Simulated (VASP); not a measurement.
# SiGe2 (Fd-3m) in VASP: further runs

SiGe2 is run at these levels: PBE; tasks: single point, relaxation of cell and atoms.

Program: VASP 6.6.1. These are calculated values, not measurements. Logs are shortened: lines on timing, memory, paths and dates and some standing lists are left out, and cuts for length are marked.

## 1. The cell of the first run

The structure is cubic, space group Fd-3m (No. 227). Conventional cell: a = 7.739 Å, b = 7.739 Å, c = 7.739 Å, α = 90.00°, β = 90.00°, γ = 90.00°. Within 4.2 Å of Si (site symmetry -43m) lie 12 Ge at 3.21 Å and 4 Si at 3.35 Å. Within 3.6 Å of Ge (site symmetry -3m) lie 6 Ge at 2.74 Å and 6 Si at 3.21 Å.

## 2. Single point, PBE

File INCAR:

```
SYSTEM = SiGe2
  PREC = Accurate
  ENCUT = 520
  EDIFF = 1E-6
  ISMEAR = 0
  SIGMA = 0.1
  LREAL = .FALSE.
  LASPH = .TRUE.
  NELM = 80
  ALGO = Normal
  ISIF = 2
  LWAVE = .FALSE.
  LCHARG = .TRUE.
  GGA = PE
  LELF = .TRUE.
  LVHAR = .TRUE.
  NBANDS = 41
```

File KPOINTS:

```
regular mesh
0
G
  8 8 8
  0 0 0
```

File POSCAR:

```
SiGe2
1.0
    0.0000000000      3.8697374164      3.8697374164
    3.8697374164      0.0000000000      3.8697374164
    3.8697374164      3.8697374164      0.0000000000
Si Ge
2 4
Direct
    0.5000000000      0.5000000000      0.5000000000
    0.7500000000      0.7500000000      0.7500000000
    0.1250000000      0.1250000000      0.1250000000
    0.6250000000      0.1250000000      0.1250000000
    0.1250000000      0.1250000000      0.6250000000
    0.1250000000      0.6250000000      0.1250000000
```

Potentials or basis: VASP PAW PBE potentials, release 64 (Si, Ge_d).

The run is started by

```
> cat potpaw_PBE.64/Si/POTCAR potpaw_PBE.64/Ge_d/POTCAR > POTCAR
> mpirun -np 1 vasp_std > vasp.out
```

OUTCAR:

```text
SYSTEM = SiGe2
   PREC = Accurate
   ENCUT = 520
   EDIFF = 1E-6
   ISMEAR = 0
   LREAL = .FALSE.
   LASPH = .TRUE.
   NELM = 80
   ISIF = 2
   GGA = PE

 ion  position               nearest neighbor table
   1  0.500  0.500  0.500-
   2  0.750  0.750  0.750-
   3  0.125  0.125  0.125-   4 2.74   5 2.74   6 2.74   5 2.74   6 2.74   4 2.74
   4  0.625  0.125  0.125-   3 2.74   5 2.74   6 2.74   3 2.74   5 2.74   6 2.74
   5  0.125  0.125  0.625-   3 2.74   3 2.74   4 2.74   6 2.74   6 2.74   4 2.74
   6  0.125  0.625  0.125-   3 2.74   5 2.74   3 2.74   4 2.74   5 2.74   4 2.74

  LATTYP: Found a face centered cubic cell.
 ALAT       =     7.7394748328

  Lattice vectors:

 A1 = (   0.0000000000,   3.8697374164,   3.8697374164)
 A2 = (   3.8697374164,   0.0000000000,   3.8697374164)
 A3 = (   3.8697374164,   3.8697374164,   0.0000000000)

Analysis of symmetry for initial positions (statically):
=====================================================================
 Subroutine PRICEL returns:
 Original cell was already a primitive cell.

 Routine SETGRP: Setting up the symmetry group for a
 face centered cubic supercell.

 Subroutine GETGRP returns: Found 48 space group operations
 (whereof 24 operations were pure point group operations)
 out of a pool of 48 trial point group operations.

The static configuration has the point symmetry T_d .
 The point group associated with its full space group is O_h .

Analysis of symmetry for dynamics (positions and initial velocities):
=====================================================================
 Subroutine PRICEL returns:
 Original cell was already a primitive cell.

 Routine SETGRP: Setting up the symmetry group for a
 face centered cubic supercell.

 Subroutine GETGRP returns: Found 48 space group operations
 (whereof 24 operations were pure point group operations)
 out of a pool of 48 trial point group operations.

The dynamic configuration has the point symmetry T_d .
 The point group associated with its full space group is O_h .

 Subroutine INISYM returns: Found 48 space group operations
 (whereof 24 operations are pure point group operations),
 and found     1 'primitive' translations

----------------------------------------------------------------------------------------

                                     Primitive cell

  volume of cell :     115.8976

  direct lattice vectors                    reciprocal lattice vectors
     0.000000000  3.869737416  3.869737416    -0.129207733  0.129207733  0.129207733
     3.869737416  0.000000000  3.869737416     0.129207733 -0.129207733  0.129207733
     3.869737416  3.869737416  0.000000000     0.129207733  0.129207733 -0.129207733

  length of vectors
     5.472635137  5.472635137  5.472635137     0.223794359  0.223794359  0.223794359

  position of ions in fractional coordinates (direct lattice)
     0.500000000  0.500000000  0.500000000
     0.750000000  0.750000000  0.750000000
     0.125000000  0.125000000  0.125000000
     0.625000000  0.125000000  0.125000000
     0.125000000  0.125000000  0.625000000
     0.125000000  0.625000000  0.125000000

  ion indices of the primitive-cell ions
   primitive index   ion index
                 1           1
                 2           2
                 3           3
                 4           4
                 5           5
                 6           6

----------------------------------------------------------------------------------------

 KPOINTS: regular mesh

Automatic generation of k-mesh.
 Grid dimensions read from file:
 generate k-points for:    8    8    8

 Generating k-lattice:

  Cartesian coordinates                     Fractional coordinates (reciprocal lattice)
    -0.016150967  0.016150967  0.016150967     0.125000000  0.000000000  0.000000000
     0.016150967 -0.016150967  0.016150967     0.000000000  0.125000000  0.000000000
     0.016150967  0.016150967 -0.016150967     0.000000000  0.000000000  0.125000000

  Length of vectors
     0.027974295  0.027974295  0.027974295

  Shift w.r.t. Gamma in fractional coordinates (k-lattice)
     0.000000000  0.000000000  0.000000000

 Subroutine IBZKPT returns following result:
 ===========================================

 Found     29 irreducible k-points:

 Following reciprocal coordinates:
            Coordinates               Weight
  0.000000  0.000000  0.000000      1.000000
  0.125000  0.000000  0.000000      8.000000
  0.250000  0.000000  0.000000      8.000000
  0.375000  0.000000  0.000000      8.000000
  0.500000  0.000000  0.000000      4.000000
  0.125000  0.125000  0.000000      6.000000
[... 16 lines left out ...]
  0.500000  0.250000  0.125000     48.000000
 -0.375000  0.250000  0.125000     24.000000
 [... further k-points ...]
   k-points           NKPTS =     29   k-points in BZ     NKDIM =     29   number of bands    NBANDS=     41
   number of dos      NEDOS =    301   number of ions     NIONS =      6
   total plane-waves  NPLWV =  74088
   dimension x,y,z NGX =    42 NGY =   42 NGZ =   42
   dimension x,y,z NGXF=    84 NGYF=   84 NGZF=   84
   ions per type =               2   4
   NGX,Y,Z   is equivalent  to a cutoff of  12.76, 12.76, 12.76 a.u.
   NGXF,Y,Z  is equivalent  to a cutoff of  25.52, 25.52, 25.52 a.u.
 SYSTEM =  SiGe2
   PREC   = accura    normal or accurate (medium, high low for compatibility)
   ISTART =      0    job   : 0-new  1-cont  2-samecut
   ICHARG =      2    charge: 1-file 2-atom 10-const
   ISPIN  =      1    spin polarized calculation?
   LNONCOLLINEAR =      F non collinear calculations
   LSORBIT =      F    spin-orbit coupling
   LASPH  =      T    aspherical Exc in radial PAW
   ENCUT  =  520.0 eV  38.22 Ry    6.18 a.u.  10.18 10.18 10.18*2*pi/ulx,y,z
   NELM   =     80;   NELMIN=  2; NELMDL= -5     # of ELM steps
   EDIFF  = 0.1E-05   stopping-criterion for ELM
   LREAL  =      F    real-space projection
   EDIFFG = 0.1E-04   stopping-criterion for IOM
   NSW    =      0    number of steps for IOM
   IBRION =     -1    ionic relax: 0-MD 1-quasi-New 2-CG
   NFREE  =      0    steps in history (QN), initial steepest desc. (CG)
   ISIF   =      2    stress and relaxation
   ISYM   =      2    0-nonsym 1-usesym 2-fastsym
   POTIM  = 0.5000    time-step for ionic-motion
   TEBEG  =    0.0;   TEEND  =   0.0 temperature during run
   PSTRESS=    0.0 pullay stress
   NELECT =      64.0000    total number of electrons
   NUPDOWN=      -1.0000    fix difference up-down
   EMIN   =  10.00;   EMAX   =-10.00  energy-range for DOS
   EFERMI =   0.00;   METHOD = LEGACY
   ISMEAR =     0;   SIGMA  =   0.10  broadening in eV -4-tet -1-fermi 0-gaus
   EFERMI_NEDOS =   21; number of points for ismear=-14 and -15
   IALGO  =     38    algorithm
   IMIX   =      4    mixing-type and parameters
     AMIX     =   0.40;   BMIX     =  1.00
     AMIX_MAG =   1.60;   BMIX_MAG =  1.00
  volume/ion in A,a.u.               =      19.32       130.35
  Fermi-wavevector in a.u.,A,eV,Ry     =   1.343105  2.538101 24.543975  1.803931
  Thomas-Fermi vector in A             =   2.471206
   LORBIT       =      0    0 simple, 1 ext, 2 COOP (PROOUT), +10 PAW based schemes
   GGA     = PE    functional components
   LHFCALC =     F    Hartree Fock is set to
   AEXX    =    0.0000 exact exchange contribution
   IVDW    =     0    specifies the selected vdW correction
   LEPSILON=     F    determine dielectric tensor
   LRPA    =     F    only Hartree local field effects (RPA)
 non-spin polarized calculation
 Gauss-broadening in eV      SIGMA  =   0.10
  energy-cutoff  :      520.00
  volume of cell :      115.90
 maximum number of plane-waves:      3142
 NGX is ok and might be reduce to    42
   NGX = 21   NGY = 21   NGZ = 21

 number of electron      64.0000047 magnetization

 Free energy of the ion-electron system (eV)
  ---------------------------------------------------
  ext. energy  EPLUGINS =         0.00000000
  ---------------------------------------------------
  free energy    TOTEN  =       -24.88353266 eV

  energy without entropy =      -24.87124306  energy(sigma->0) =      -24.87738786

 E-fermi :   6.6119     XC(G=0): -10.7813

 val. band max:        6.5240604886   @ k =  -0.3750   0.3750   0.0000
 cond. band min:       6.6129351401   @ k =  -0.2500   0.5000   0.2500
 fundamental gap:      0.0888746515
 Fermi energy:         6.6119013062

 k-point     1 :       0.0000    0.0000    0.0000
  band No.  band energies     occupation
      1     -18.2766      2.00000
      2     -18.2125      2.00000
      3     -18.2125      2.00000
      4     -18.2125      2.00000
      5     -18.2099      2.00000
      6     -18.2099      2.00000
[... 33 lines left out ...]
     40      13.2348      0.00000
     41      13.2348      0.00000

 k-point     2 :       0.1250    0.0000    0.0000
  band No.  band energies     occupation
      1     -18.2707      2.00000
      2     -18.2106      2.00000
      3     -18.2105      2.00000
      4     -18.2105      2.00000
      5     -18.2033      2.00000
      6     -18.2033      2.00000
[... 33 lines left out ...]
     40      12.4199      0.00000
     41      13.2769      0.00000

 k-point     3 :       0.2500    0.0000    0.0000
  band No.  band energies     occupation
      1     -18.2565      2.00000
      2     -18.2085      2.00000
      3     -18.2085      2.00000
      4     -18.2031      2.00000
      5     -18.1811      2.00000
      6     -18.1811      2.00000
[... 33 lines left out ...]
     40      11.9205      0.00000
     41      13.4014      0.00000

 k-point     4 :       0.3750    0.0000    0.0000
  band No.  band energies     occupation
      1     -18.2441      2.00000
      2     -18.2068      2.00000
      3     -18.2068      2.00000
      4     -18.1859      2.00000
      5     -18.1485      2.00000
      6     -18.1485      2.00000
[... 825 lines left out ...]
     40      11.6217      0.00000
     41      11.9099      0.00000

 k-point    23 :       0.5000    0.2500    0.1250
  band No.  band energies     occupation
      1     -18.2277      2.00000
      2     -18.2025      2.00000
      3     -18.1929      2.00000
      4     -18.1842      2.00000
      5     -18.1560      2.00000
      6     -18.1308      2.00000
[... 33 lines left out ...]
     40      10.8990      0.00000
     41      11.3013      0.00000

 k-point    24 :      -0.3750    0.2500    0.1250
  band No.  band energies     occupation
      1     -18.2231      2.00000
      2     -18.2018      2.00000
      3     -18.1842      2.00000
      4     -18.1748      2.00000
      5     -18.1458      2.00000
      6     -18.1258      2.00000
[... 33 lines left out ...]
     40      10.8298      0.00000
     41      11.2532      0.00000

 [... further k-points ...]

------------------------ aborting loop because EDIFF is reached ----------------------------------------

  FORCE on cell =-STRESS in cart. coord.  units (eV):
  Direction    XX          YY          ZZ          XY          YZ          ZX
  --------------------------------------------------------------------------------------
  -------------------------------------------------------------------------------------
  Total       -0.0339930     -0.0339930     -0.0339930      0.0000000      0.0000000      0.0000000
  in kB       -0.4699216     -0.4699216     -0.4699216      0.0000000      0.0000000      0.0000000
  external PRESSURE =      -0.4699216 kB  Pullay stress =       0.0000000 kB

 VOLUME and BASIS-vectors are now :
 -----------------------------------------------------------------------------
  energy-cutoff  :      520.00
  volume of cell :      115.90
      direct lattice vectors                 reciprocal lattice vectors
     0.000000000  3.869737416  3.869737416    -0.129207733  0.129207733  0.129207733
     3.869737416  0.000000000  3.869737416     0.129207733 -0.129207733  0.129207733
     3.869737416  3.869737416  0.000000000     0.129207733  0.129207733 -0.129207733

 POSITION                                       TOTAL-FORCE (eV/Angst)
 -----------------------------------------------------------------------------------
      3.86974      3.86974      3.86974        -0.000000     -0.000000     -0.000000
      5.80461      5.80461      5.80461         0.000000      0.000000      0.000000
      0.96743      0.96743      0.96743        -0.000000     -0.000000     -0.000000
      0.96743      2.90230      2.90230        -0.000000     -0.000000     -0.000000
      2.90230      2.90230      0.96743        -0.000000     -0.000000     -0.000000
      2.90230      0.96743      2.90230        -0.000000     -0.000000     -0.000000
 -----------------------------------------------------------------------------------
    total drift:                                0.000000      0.000000      0.000000

  FREE ENERGIE OF THE ION-ELECTRON SYSTEM (eV)
  ---------------------------------------------------
  free  energy   TOTEN  =       -24.8835326627 eV

  energy  without entropy=      -24.8712430573  energy(sigma->0) =      -24.87738786
```

Wall time 84 s (1 thread of Intel Xeon 6975P-C (Granite Rapids), shared host); peak memory 0.29 GiB.

Results:

```yaml
Free_energy: -24.8835 eV
Pressure: 0.0 GPa
Band_gap_on_the_k_mesh: zero (band 32 reaches 6.99 eV, above the bottom of band 33 at 5.14 eV)
```

## 3. Relaxation of cell and atoms, PBE

This run uses another cell than the first one, of 16.94 Å³/atom, 0.877 times its volume.

File INCAR:

```
PREC     = Accurate       # precision mode
ENCUT    = 600            # plane-wave cutoff, eV
EDIFF    = 1E-7           # SCF threshold, eV
ISMEAR   = 0              # smearing method
SIGMA    = 0.1            # smearing width, eV
LREAL    = False          # projectors in reciprocal space
LASPH    = True           # aspherical terms in the spheres
NELM     = 60             # most SCF steps
ALGO     = Normal         # electronic algorithm
ISIF     = 3              # what is computed and relaxed
LWAVE    = False          # write WAVECAR
LCHARG   = False          # write CHGCAR
GGA      = PE             # functional
IBRION   = 2              # ionic algorithm
NSW      = 90             # ionic steps
EDIFFG   = -0.04          # ionic threshold
```

File KPOINTS:

```
Automatic mesh
0
Gamma
  4 4 4
```

File POSCAR:

```
SiGe2
1.0
    0.0000000000      3.7038896855      3.7038896855
    3.7038896855      0.0000000000      3.7038896855
    3.7038896855      3.7038896855      0.0000000000
Si Ge
2 4
Direct
    0.0000000000      0.0000000000      0.0000000000
    0.2500000000      0.2500000000      0.2500000000
    0.6250000000      0.6250000000      0.6250000000
    0.1250000000      0.6250000000      0.6250000000
    0.6250000000      0.6250000000      0.1250000000
    0.6250000000      0.1250000000      0.6250000000
```

Potentials or basis: VASP PAW PBE potentials, release 64 (Si, Ge_d).

The run is started by

```
> cat potpaw_PBE.64/Si/POTCAR potpaw_PBE.64/Ge_d/POTCAR > POTCAR
> mpirun -np 1 vasp_std > vasp.out
```

Wall time 76 s (1 thread of Intel Xeon 6975P-C (Granite Rapids), shared host); peak memory 0.26 GiB.

Results (log left out):

```yaml
Free_energy: -24.6228 eV
Relaxed_volume: 19.33 Å³/atom
Relaxed_cell: a = 5.474 Å, b = 5.474 Å, c = 5.474 Å, α = 60.00°, β = 60.00°, γ = 60.00°
Space_group_after_relaxing_to_0.05_Å: Fd-3m (No. 227)
Energy_gained_by_relaxing: 71.9 meV/atom
Ionic_steps: 3
Pressure_after_relaxing: 0.1 GPa
Band_gap_on_the_k_mesh: zero (band 32 reaches 6.92 eV, above the bottom of band 33 at 5.16 eV)
```

The path:
| step | energy change (eV) | largest force (eV/Å) | pressure (GPa) | volume (Å³) |
| --- | --- | --- | --- | --- |
| 1 | 0.0000 | 0.0000 | 10.98 | 101.63 |
| 2 | -0.4139 | 0.0000 | -1.61 | 119.67 |
| 3 | -0.4317 | 0.0000 | 0.11 | 115.99 |

Final structure:
```xyz
6
Lattice="0.0000 3.8708 3.8708 3.8708 0.0000 3.8708 3.8708 3.8708 0.0000" Properties=species:S:1:pos:R:3 pbc="T T T"
Si    0.0000    0.0000    0.0000
Si    1.9354    1.9354    1.9354
Ge    4.8384    4.8384    4.8384
Ge    4.8384    2.9031    2.9031
Ge    2.9031    2.9031    4.8384
Ge    2.9031    4.8384    2.9031
```

Levels at points of the mesh, in eV from the Fermi level:
```tsv
k point	band 29	band 30	band 31	band 32	band 33	band 34	band 35	band 36
(0.00, 0.00, 0.00)	-4.36	-4.36	-1.83	-1.83	-1.48	-1.48	-1.48	4.15
(0.50, 0.00, 0.00)	-2.84	-0.66	-0.58	-0.58	-0.13	-0.13	2.40	2.52
(0.50, 0.50, 0.00)	-1.11	-1.11	0.29	0.29	0.70	0.70	1.37	1.37
```

Caveat: the k points lie up to 0.35 Å⁻¹ apart in the final cell.

## 4. Relaxation of cell and atoms, PBE

File INCAR:

```
PREC = Accurate ; ENCUT = 600
EDIFF = 1E-6 ; ISMEAR = 0
SIGMA = 0.1 ; LREAL = False
LASPH = True ; NELM = 80
ALGO = Normal ; ISIF = 3
LWAVE = False ; LCHARG = False
GGA = PE ; IBRION = 2
NSW = 100 ; EDIFFG = -0.01
```

File KPOINTS:

```
regular mesh
0
Gamma
  8 8 8
```

File POSCAR:

```
SiGe2
1.0
    0.0000000000      3.8678450469      3.8678450469
    3.8678450469      0.0000000000      3.8678450469
    3.8678450469      3.8678450469      0.0000000000
Si Ge
2 4
Direct
    0.5000000000      0.5000000000      0.5000000000
    0.7500000000      0.7500000000      0.7500000000
    0.1250000000      0.1250000000      0.1250000000
    0.6250000000      0.1250000000      0.1250000000
    0.1250000000      0.1250000000      0.6250000000
    0.1250000000      0.6250000000      0.1250000000
```

The run is started by

```
> cat potpaw_PBE.64/Si/POTCAR potpaw_PBE.64/Ge_d/POTCAR > POTCAR
> mpirun -np 1 vasp_std > vasp.out
```

Run time: 91 s. Hardware: 1 thread of Intel Xeon 6975P-C (Granite Rapids), shared host; peak memory 0.36 GiB.

The run converged. Its results:

| Property | Result |
| --- | --- |
| Free energy | -24.8837 eV |
| Pressure after relaxing | 0.1 GPa |
| Band gap on the k mesh | zero (band 32 reaches 7.01 eV, above the bottom of band 33 at 5.15 eV) |

Final structure:
```xyz
6
Lattice="0.0000 3.8678 3.8678 3.8678 0.0000 3.8678 3.8678 3.8678 0.0000" Properties=species:S:1:pos:R:3 pbc="T T T"
Si    3.8678    3.8678    3.8678
Si    5.8018    5.8018    5.8018
Ge    0.9670    0.9670    0.9670
Ge    0.9670    2.9009    2.9009
Ge    2.9009    2.9009    0.9670
Ge    2.9009    0.9670    2.9009
```

Levels at points of the mesh, in eV from the Fermi level:
```csv
k point,band 30,band 31,band 32,band 33,band 34,band 35
"(0.00, 0.00, 0.00)",-4.33,-1.79,-1.79,-1.48,-1.48,-1.48
"(0.50, 0.00, 0.00)",-0.64,-0.55,-0.55,-0.10,-0.10,2.44
"(0.50, 0.50, 0.00)",-1.08,0.33,0.33,0.75,0.75,1.39
```

Caveat: the relaxation stopped at its first step, so nothing moved.

## 5. The runs side by side

| task | cell | k mesh | cutoff (eV) | gap on the mesh (eV) | pressure (GPa) |
| --- | --- | --- | --- | --- | --- |
| single point | a = 5.473 Å, angles 60.0°, 6 atoms | 8 × 8 × 8 | 520 | none | 0.0 |
| relaxation of cell and atoms | relaxed from a = 5.238 Å, angles 60.0°, 6 atoms | 4 × 4 × 4 | 600 | none | 0.1 |
| relaxation of cell and atoms | relaxed from a = 5.470 Å, angles 60.0°, 6 atoms | 8 × 8 × 8 | 600 | none | 0.1 |

Alike in all rows: level PBE; potentials or basis VASP PAW PBE potentials, release 64 (Si, Ge_d); no spin polarisation; smearing gaussian 0.1 eV.

Caveats: some runs use coarse meshes; the relaxation stopped at its first step, so nothing moved (some runs).

Total energies depend on the potentials used, so only differences within one code and one set of settings carry meaning.
